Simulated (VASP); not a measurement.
Wanted: the native input for a VASP 6.6.1 run.

* Task: single point
* Functional: PBE
* Potentials or basis: VASP PAW PBE potentials, release 64 (Hf_pv, Nb_sv, Te)
* Cutoff: 520 eV
* k mesh: 8 × 8 × 6
* Occupations: gaussian, width 0.1 eV
* Spin: collinear spin
* Starting moments: [0.0, 1.38, 0.0, 0.0, 0.0, 0.0] μB
* Dipole correction: no
* Further INCAR settings: ALGO = Normal; EDIFF = 1e-06; NBANDS = 36

The structure of HfNbTe4 lies in POSCAR:

```
HfNbTe4
1.0
    4.9581642842      0.0000000000      0.0000000000
    0.0000000000      4.9581642842      0.0000000000
    0.0000000000      0.0000000000      6.9904220591
Hf Nb Te
1 1 4
Direct
    0.0000000000      0.0000000000      0.5000000000
    0.5000000000      0.5000000000      0.0000000000
    0.0000000000      0.5000000000      0.2448640880
    0.5000000000      0.0000000000      0.2448640880
    0.0000000000      0.5000000000      0.7551359120
    0.5000000000      0.0000000000      0.7551359120
```

The cell was built from a structure type or drawn by symmetry, and may not be a known phase.

These files were run (other wordings do the same):

INCAR

```
PREC = Accurate ; ENCUT = 520
EDIFF = 1E-6 ; ISMEAR = 0
SIGMA = 0.1 ; LREAL = False
LASPH = True ; NELM = 150
ALGO = Normal ; ISIF = 2
LWAVE = False ; LCHARG = False
ISPIN = 2 ; MAGMOM = 0 1.38 0 0 0 0
LORBIT = 11 ; LMAXMIX = 4
GGA = PE ; NBANDS = 36
```

KPOINTS

```
regular mesh
0
Gamma
  8 8 6
```

Potentials or basis: VASP PAW PBE potentials, release 64 (Hf_pv, Nb_sv, Te).

Launch:

```bash
$ cat potpaw_PBE.64/Hf_pv/POTCAR potpaw_PBE.64/Nb_sv/POTCAR potpaw_PBE.64/Te/POTCAR > POTCAR
$ mpirun -np 1 vasp_std > vasp.out
```

It gave:

* Pressure: -0.2 GPa
* Largest force: 0.009 eV/Å
* Net moment: 1.90 μB per cell
* Site moments: Hf +0.10; Nb +1.29; Te -0.03 μB
* Valence electrons inside the program's atomic spheres: Hf 8.01; Nb 10.55; Te 3.40

It took 24 min on 1 thread of Oxide Virtual Turin-like Processor, on a shared host, peak memory 0.71 GiB.
